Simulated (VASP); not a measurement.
Here is a VASP 6.6.1 calculation.

The input INCAR:

```
SYSTEM = CuO
ALGO = Normal
EDIFF = 1E-7
ENCUT = 520
GGA = PE
ISIF = 2
ISMEAR = 0
ISPIN = 2
LASPH = .TRUE.
LCHARG = .FALSE.
LMAXMIX = 4
LORBIT = 11
LREAL = .FALSE.
LWAVE = .FALSE.
MAGMOM = 0.52 0.6
NBANDS = 20
NELM = 150
PREC = Accurate
SIGMA = 0.1
```

KPOINTS

```
k-points
0
G
  20 20 20
  0 0 0
```

The input POSCAR:

```
CuO
1.0
    2.6459131788      0.0000000000      0.0000000000
    0.0000000000      2.6459131788      0.0000000000
    0.0000000000      0.0000000000      2.6459131788
Cu O
1 1
Direct
    0.0000000000      0.0000000000      0.0000000000
    0.5000000000      0.5000000000      0.5000000000
```

Potentials or basis: VASP PAW PBE potentials, release 64 (Cu, O).

Run with:

```bash
$ cat potpaw_PBE.64/Cu/POTCAR potpaw_PBE.64/O/POTCAR > POTCAR
$ mpirun -np 1 vasp_std > vasp.out
```

(1) Estimate the site moments.

(2) Predict the pressure.

(3) Estimate the band gap on the k mesh.

(4) What does it give for the net moment?

Answers

(1) Cu +0.45; O +0.51 μB.

(2) 0.1 GPa.

(3) zero (filled and empty bands overlap).

(4) 1.00 μB per cell.

Caveat: a cell with one magnetic atom can't hold antiferromagnetic order, which such compounds often take; semilocal functionals often make such compounds metallic where correlation or magnetic order opens a gap, which also shifts bond lengths.
